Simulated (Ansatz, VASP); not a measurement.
Two plane-wave programs on Li2Se

```
Se Li
1.0
     0.00000    2.99352    2.99352
     2.99352    0.00000    2.99352
     2.99352    2.99352    0.00000
Se Li
1 2
Direct
  0.00000 0.00000 0.00000
  0.25000 0.25000 0.25000
  0.75000 0.75000 0.75000
```

Alike in both runs: task single point; functional r2SCAN; k mesh 8 × 8 × 8; no spin polarisation.

|  | VASP | Ansatz |
| --- | --- | --- |
| version | VASP 6.6.1 | Ansatz 0.2.0 |
| potentials or method | VASP PAW PBE potentials, release 64 (Se, Li_sv) | plane waves, PAW |
| plane-wave cutoff (eV) | 830 | 500 |
| occupations | gaussian, width 0.01 eV | fixed |
| valence electrons in the cell | 12 | 22 |

```csv
,VASP,Ansatz,Ansatz less VASP
gap on the k mesh at the Fermi level (eV),3.46,3.48,+0.021
pressure (GPa),-0.2,0.0,+0.13
```

VASP's potentials were made for PBE, not for r2SCAN. VASP's potentials hold 12 valence electrons a cell and Ansatz's 22, so a difference there can come from the potentials and not from the codes.
